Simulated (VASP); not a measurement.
# TiS2 (P-3m1) in VASP: single point with RPBE

Aim: the single point of TiS2 with RPBE.

Program: VASP 6.6.1. These are calculated values, not measurements. Logs are shortened: lines on timing, memory, paths and dates and some standing lists are left out, and cuts for length are marked.

## 1. The cell of the first run

It takes space group P-3m1 (No. 164, trigonal). Conventional cell: a = 3.414 Å, b = 3.414 Å, c = 6.575 Å, α = 90.00°, β = 90.00°, γ = 120.00°. Within 3.2 Å of Ti (site symmetry -3m) lie 6 S at 2.43 Å. S (site symmetry 3m) has 3 Ti at 2.43 Å within 3.2 Å.

## 2. Single point, RPBE

The input, INCAR:

```
SYSTEM = TiS2
PREC = Accurate ; ENCUT = 500
EDIFF = 1E-6 ; ISMEAR = -1
SIGMA = 0.05 ; LREAL = .FALSE.
LASPH = .TRUE. ; NELM = 120
ALGO = Normal ; ISIF = 2
LWAVE = .FALSE. ; LCHARG = .FALSE.
GGA = RP ; NBANDS = 19
ISYM = 0 ; GGA_COMPAT = .FALSE.
```

The input, KPOINTS:

```
Automatic mesh
0
G
  12 12 7
  0 0 0
```

The input, POSCAR:

```
TiS2
1.0
    3.4141562554      0.0000000000      0.0000000000
   -1.7070781277      2.9567460497      0.0000000000
    0.0000000000      0.0000000000      6.5752368534
Ti S
1 2
Direct
    0.0000000000      0.0000000000      0.0000000000
    0.3333333333      0.6666666667      0.2159277691
    0.6666666667      0.3333333333      0.7840722309
```

Potentials or basis: VASP PAW PBE potentials, release 64 (Ti_sv, S).

Launch:

```
$ cat potpaw_PBE.64/Ti_sv/POTCAR potpaw_PBE.64/S/POTCAR > POTCAR
$ mpirun -np 1 vasp_std > vasp.out
```

OUTCAR:

```text
SYSTEM = TiS2
   PREC = Accurate
   ENCUT = 500
   EDIFF = 1E-6
   ISMEAR = -1
   LREAL = .FALSE.
   LASPH = .TRUE.
   NELM = 120
   ISIF = 2
   GGA = RP
   ISYM = 0

 ion  position               nearest neighbor table
   1  0.000  0.000  0.000-   2 2.43   3 2.43   3 2.43   2 2.43   3 2.43   2 2.43
   2  0.333  0.667  0.216-   1 2.43   1 2.43   1 2.43
   3  0.667  0.333  0.784-   1 2.43   1 2.43   1 2.43

IMPORTANT INFORMATION: All symmetrisations will be switched off!
NOSYMM: (Re-)initialisation of all symmetry stuff for point group C_1.

----------------------------------------------------------------------------------------

                                     Primitive cell

  volume of cell :      66.3757

  direct lattice vectors                    reciprocal lattice vectors
     3.414156255  0.000000000  0.000000000     0.292898135  0.169104817  0.000000000
    -1.707078128  2.956746050  0.000000000     0.000000000  0.338209634  0.000000000
     0.000000000  0.000000000  6.575236853     0.000000000  0.000000000  0.152085776

  length of vectors
     3.414156255  3.414156255  6.575236853     0.338209634  0.338209634  0.152085776

  position of ions in fractional coordinates (direct lattice)
     0.000000000  0.000000000  0.000000000
     0.333333333  0.666666667  0.215927769
     0.666666667  0.333333333  0.784072231

  ion indices of the primitive-cell ions
   primitive index   ion index
                 1           1
                 2           2
                 3           3

----------------------------------------------------------------------------------------

 KPOINTS: Automatic mesh

Automatic generation of k-mesh.
 Grid dimensions read from file:
 generate k-points for:   12   12    7

 Generating k-lattice:

  Cartesian coordinates                     Fractional coordinates (reciprocal lattice)
     0.024408178  0.014092068  0.000000000     0.083333333  0.000000000  0.000000000
     0.000000000  0.028184136  0.000000000     0.000000000  0.083333333  0.000000000
     0.000000000  0.000000000  0.021726539     0.000000000  0.000000000  0.142857143

  Length of vectors
     0.028184136  0.028184136  0.021726539

  Shift w.r.t. Gamma in fractional coordinates (k-lattice)
     0.000000000  0.000000000  0.000000000

 Subroutine IBZKPT returns following result:
 ===========================================

 Found    506 irreducible k-points:

 Following reciprocal coordinates:
            Coordinates               Weight
  0.000000  0.000000  0.000000      1.000000
  0.083333 -0.000000  0.000000      2.000000
  0.000000  0.083333  0.000000      2.000000
 -0.083333  0.083333  0.000000      2.000000
  0.166667 -0.000000  0.000000      2.000000
  0.000000  0.166667  0.000000      2.000000
[... 16 lines left out ...]
  0.166667  0.083333  0.000000      2.000000
 -0.083333  0.250000  0.000000      2.000000
 [... further k-points ...]
   k-points           NKPTS =    506   k-points in BZ     NKDIM =    506   number of bands    NBANDS=     19
   number of dos      NEDOS =    301   number of ions     NIONS =      3
   total plane-waves  NPLWV =  37632
   dimension x,y,z NGX =    28 NGY =   28 NGZ =   48
   dimension x,y,z NGXF=    56 NGYF=   56 NGZF=   96
   ions per type =               1   2
   NGX,Y,Z   is equivalent  to a cutoff of  13.63, 13.63, 12.14 a.u.
   NGXF,Y,Z  is equivalent  to a cutoff of  27.27, 27.27, 24.27 a.u.
 SYSTEM =  TiS2
   PREC   = accura    normal or accurate (medium, high low for compatibility)
   ISTART =      0    job   : 0-new  1-cont  2-samecut
   ICHARG =      2    charge: 1-file 2-atom 10-const
   ISPIN  =      1    spin polarized calculation?
   LNONCOLLINEAR =      F non collinear calculations
   LSORBIT =      F    spin-orbit coupling
   LASPH  =      T    aspherical Exc in radial PAW
   ENCUT  =  500.0 eV  36.75 Ry    6.06 a.u.   6.22  6.22 11.99*2*pi/ulx,y,z
   NELM   =    120;   NELMIN=  2; NELMDL= -5     # of ELM steps
   EDIFF  = 0.1E-05   stopping-criterion for ELM
   LREAL  =      F    real-space projection
   EDIFFG = 0.1E-04   stopping-criterion for IOM
   NSW    =      0    number of steps for IOM
   IBRION =     -1    ionic relax: 0-MD 1-quasi-New 2-CG
   NFREE  =      0    steps in history (QN), initial steepest desc. (CG)
   ISIF   =      2    stress and relaxation
   ISYM   =      0    0-nonsym 1-usesym 2-fastsym
   POTIM  = 0.5000    time-step for ionic-motion
   TEBEG  =    0.0;   TEEND  =   0.0 temperature during run
   PSTRESS=    0.0 pullay stress
   NELECT =      24.0000    total number of electrons
   NUPDOWN=      -1.0000    fix difference up-down
   EMIN   =  10.00;   EMAX   =-10.00  energy-range for DOS
   EFERMI =   0.00;   METHOD = LEGACY
   ISMEAR =    -1;   SIGMA  =   0.05  broadening in eV -4-tet -1-fermi 0-gaus
   EFERMI_NEDOS =   21; number of points for ismear=-14 and -15
   IALGO  =     38    algorithm
   IMIX   =      4    mixing-type and parameters
     AMIX     =   0.40;   BMIX     =  1.00
     AMIX_MAG =   1.60;   BMIX_MAG =  1.00
  volume/ion in A,a.u.               =      22.13       149.31
  Fermi-wavevector in a.u.,A,eV,Ry     =   1.166296  2.203981 18.507291  1.360248
  Thomas-Fermi vector in A             =   2.302811
   LORBIT       =      0    0 simple, 1 ext, 2 COOP (PROOUT), +10 PAW based schemes
   GGA     = RP    functional components
   LHFCALC =     F    Hartree Fock is set to
   AEXX    =    0.0000 exact exchange contribution
   IVDW    =     0    specifies the selected vdW correction
   LEPSILON=     F    determine dielectric tensor
   LRPA    =     F    only Hartree local field effects (RPA)
 non-spin polarized calculation
  energy-cutoff  :      500.00
  volume of cell :       66.38
 maximum number of plane-waves:      1715
 NGX is ok and might be reduce to    28
   NGX = 13   NGY = 13   NGZ = 23

 number of electron      24.0000001 magnetization

 Free energy of the ion-electron system (eV)
  ---------------------------------------------------
  ext. energy  EPLUGINS =         0.00000000
  ---------------------------------------------------
  free energy    TOTEN  =       -18.96552661 eV

  energy without entropy =      -18.96244825  energy(sigma->0) =      -18.96398743

 E-fermi :   4.0123     XC(G=0):  -8.9261

 val. band max:        4.0053560297   @ k =   0.0000   0.0000   0.2857
 cond. band min:       4.0155226477   @ k =   0.0000   0.0000   0.1429
 fundamental gap:      0.0101666181
 Fermi energy:         4.0122959066

 k-point     1 :       0.0000    0.0000    0.0000
  band No.  band energies     occupation
      1     -53.8579      2.00000
      2     -30.0074      2.00000
      3     -29.9582      2.00000
      4     -29.9582      2.00000
      5      -9.5420      2.00000
      6      -8.2505      2.00000
[... 11 lines left out ...]
     18      10.3219      0.00000
     19      10.4027      0.00000

 k-point     2 :       0.0833   -0.0000    0.0000
  band No.  band energies     occupation
      1     -53.8571      2.00000
      2     -30.0058      2.00000
      3     -29.9665      2.00000
      4     -29.9601      2.00000
      5      -9.4622      2.00000
      6      -8.2267      2.00000
[... 11 lines left out ...]
     18      10.5953      0.00000
     19      10.8634      0.00000

 k-point     3 :       0.0000    0.0833    0.0000
  band No.  band energies     occupation
      1     -53.8571      2.00000
      2     -30.0058      2.00000
      3     -29.9665      2.00000
      4     -29.9601      2.00000
      5      -9.4622      2.00000
      6      -8.2267      2.00000
[... 11 lines left out ...]
     18      10.5953      0.00000
     19      10.8634      0.00000

 k-point     4 :      -0.0833    0.0833    0.0000
  band No.  band energies     occupation
      1     -53.8571      2.00000
      2     -30.0058      2.00000
      3     -29.9665      2.00000
      4     -29.9601      2.00000
      5      -9.4622      2.00000
      6      -8.2267      2.00000
[... 11 lines left out ...]
     18      10.5953      0.00000
     19      10.8634      0.00000

 k-point     5 :       0.1667   -0.0000    0.0000
  band No.  band energies     occupation
      1     -53.8550      2.00000
      2     -30.0014      2.00000
      3     -29.9893      2.00000
      4     -29.9652      2.00000
      5      -9.2341      2.00000
      6      -8.1610      2.00000
[... 11 lines left out ...]
     18      11.1606      0.00000
     19      11.6820      0.00000
[... 334 lines left out ...]
      2     -30.0028      2.00000
      3     -29.9817      2.00000
      4     -29.9640      2.00000
      5      -9.3082      2.00000
      6      -8.1819      2.00000
[... 11 lines left out ...]
     18      11.0316      0.00000
     19      11.5468      0.00000

 k-point    22 :      -0.1667    0.0833    0.0000
  band No.  band energies     occupation
      1     -53.8557      2.00000
      2     -30.0028      2.00000
      3     -29.9817      2.00000
      4     -29.9640      2.00000
      5      -9.3082      2.00000
      6      -8.1819      2.00000
[... 11 lines left out ...]
     18      11.0316      0.00000
     19      11.5468      0.00000

 k-point    23 :       0.1667    0.0833    0.0000
  band No.  band energies     occupation
      1     -53.8532      2.00000
      2     -30.0076      2.00000
      3     -29.9974      2.00000
      4     -29.9713      2.00000
      5      -9.0229      2.00000
      6      -8.1031      2.00000
[... 11 lines left out ...]
     18      11.5336      0.00000
     19      12.2459      0.00000

 k-point    24 :      -0.0833    0.2500    0.0000
  band No.  band energies     occupation
      1     -53.8532      2.00000
      2     -30.0076      2.00000
      3     -29.9974      2.00000
      4     -29.9713      2.00000
      5      -9.0229      2.00000
      6      -8.1031      2.00000
[... 11 lines left out ...]
     18      11.5336      0.00000
     19      12.2459      0.00000

 [... further k-points ...]

------------------------ aborting loop because EDIFF is reached ----------------------------------------

  FORCE on cell =-STRESS in cart. coord.  units (eV):
  Direction    XX          YY          ZZ          XY          YZ          ZX
  --------------------------------------------------------------------------------------
  -------------------------------------------------------------------------------------
  Total        0.9389954      0.9389932      0.8060349      0.0000037      0.0000006     -0.0000027
  in kB       22.6654962     22.6654435     19.4560930      0.0000884      0.0000156     -0.0000657
  external PRESSURE =      21.5956776 kB  Pullay stress =       0.0000000 kB

 VOLUME and BASIS-vectors are now :
 -----------------------------------------------------------------------------
  energy-cutoff  :      500.00
  volume of cell :       66.38
      direct lattice vectors                 reciprocal lattice vectors
     3.414156255  0.000000000  0.000000000     0.292898135  0.169104817  0.000000000
    -1.707078128  2.956746050  0.000000000     0.000000000  0.338209634  0.000000000
     0.000000000  0.000000000  6.575236853     0.000000000  0.000000000  0.152085776

 POSITION                                       TOTAL-FORCE (eV/Angst)
 -----------------------------------------------------------------------------------
      0.00000      0.00000      0.00000        -0.000000      0.000001      0.000000
     -0.00000      1.97116      1.41978         0.000001     -0.000000      0.148921
      1.70708      0.98558      5.15546        -0.000000     -0.000000     -0.148922
 -----------------------------------------------------------------------------------
    total drift:                               -0.000002      0.000001      0.000000

  FREE ENERGIE OF THE ION-ELECTRON SYSTEM (eV)
  ---------------------------------------------------
  free  energy   TOTEN  =       -18.9655266076 eV

  energy  without entropy=      -18.9624482479  energy(sigma->0) =      -18.96398743
```

Run time: 23 min. Hardware: 1 thread of Oxide Virtual Turin-like, shared host; peak memory 0.59 GiB.

What came out:

- Free energy: -18.9655 eV
- Pressure: 2.2 GPa
- Largest force: 0.149 eV/Å
- Band gap on the k mesh: 0.04 eV (least direct gap 0.46 eV)

Forces on the atoms (eV/Å):
```
Ti   0.000  0.000  0.000
S    0.000  0.000  0.149
S    0.000  0.000 -0.149
```

Caveat: the smearing spreads over this small gap; the PAW data sets were made with another functional, which shifts forces and pressure a little; this functional lacks dispersion, which binds layers or chains, so the pressure and a relaxed spacing across them are unreliable.

The gap in the log of VASP goes by the Fermi energy; the results here count the filled bands.